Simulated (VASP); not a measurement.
Write the native input for VASP 6.6.1 that does the following.

| Property | Result |
| --- | --- |
| Task | single point |
| Functional | r2SCAN |
| Potentials or basis | VASP PAW PBE potentials, release 64 (C) |
| Cutoff | 520 eV |
| k mesh | 14 × 14 × 14 |
| Occupations | gaussian, width 0.02 eV |
| Spin | no spin polarisation |
| Dipole correction | no |
| Further INCAR settings | ALGO = Normal; EDIFF = 1e-06; NBANDS = 11 |

C:

```
C
1.0
     0.00000    2.12676    3.56176
     1.22792    0.00000    3.56176
     1.22792    2.12676    0.00000
C
2
Direct
  0.16670 0.83330 0.16670
  0.83330 0.16670 0.83330
```

The input as run:

POSCAR

```
C
1.0
    0.0000000000      2.1267565396      3.5617636613
    1.2279212041      0.0000000000      3.5617636613
    1.2279212041      2.1267565396      0.0000000000
C
2
Direct
    0.1667039277      0.8332960723      0.1667039277
    0.8332960723      0.1667039277      0.8332960723
```

INCAR.step1

```
ALGO = Normal
EDIFF = 1E-4
ENCUT = 520
GGA = PE
ISMEAR = 0
LASPH = True
LCHARG = False
LREAL = False
LWAVE = True
NBANDS = 11
NELM = 100
PREC = Accurate
SIGMA = 0.02
```

INCAR.step2

```
ALGO = Normal
EDIFF = 1E-6
ENCUT = 520
ISIF = 2
ISMEAR = 0
ISTART = 1
LASPH = True
LCHARG = True
LELF = True
LMIXTAU = True
LREAL = False
LVHAR = True
LWAVE = False
METAGGA = R2SCAN
NBANDS = 11
NELM = 100
PREC = Accurate
SIGMA = 0.02
```

KPOINTS

```
k-points
0
Gamma
  14 14 14
```

Potentials or basis: VASP PAW PBE potentials, release 64 (C).

Run with:

```sh
$ cat potpaw_PBE.64/C/POTCAR > POTCAR
$ cp INCAR.step1 INCAR
$ mpirun -np 1 vasp_std > vasp.out
$ cp INCAR.step2 INCAR
$ mpirun -np 1 vasp_std > vasp.out
```

Results of the run:

```
Pressure : 0.6 GPa
```

Caveat: the PAW data sets were made with another functional, which shifts forces and pressure a little.

Wall time 10 min on 1 thread of Intel Xeon 8259CL, on a shared host, peak memory 0.2 GiB.
